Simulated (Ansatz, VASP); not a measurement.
## Two plane-wave programs on SnO

```
CELL_PARAMETERS angstrom
2.69150 -2.69235 0.00000
2.69150 2.69235 0.00000
0.00000 0.00000 9.84798
ATOMIC_POSITIONS crystal
Sn 0.00199 0.99801 0.99504
Sn 0.99801 0.00199 0.49504
Sn 0.49801 0.50199 0.26196
Sn 0.50199 0.49801 0.76196
O 0.99805 0.50194 0.37850
O 0.00195 0.49806 0.87850
O 0.49806 0.00195 0.37850
O 0.50194 0.99805 0.87850
```

Alike in both runs: functional r2SCAN; k mesh 6 × 6 × 2; occupations gaussian, width 0.1 eV; no spin polarisation.

Ansatz relaxed the structure, and its values are those at the end. VASP's run is a single point on that final structure, the one shown.

```csv
,VASP,Ansatz
version,VASP 6.6.1,Ansatz 0.2.0
potentials or method,"VASP PAW PBE potentials, release 64 (Sn_d, O), cutoff 520 eV","scalar-relativistic, plane waves, PAW"
valence electrons in the cell,80,80
```

Ansatz gave:

```
gap on the k mesh at the Fermi level (eV) : 0.34
least direct gap on the mesh (eV)         : 2.00
pressure (GPa)                            : 0.0
rms of the force components (eV/Å)        : 0.007
```

Which values does VASP return?

gap on the k mesh at the Fermi level (eV): 0.34; least direct gap on the mesh (eV): 1.98; pressure (GPa): 0.6; rms of the force components (eV/Å): 0.053.

VASP's potentials were made for PBE, not for r2SCAN. With one functional, cell and mesh, what is left measures potentials, basis and numerics.
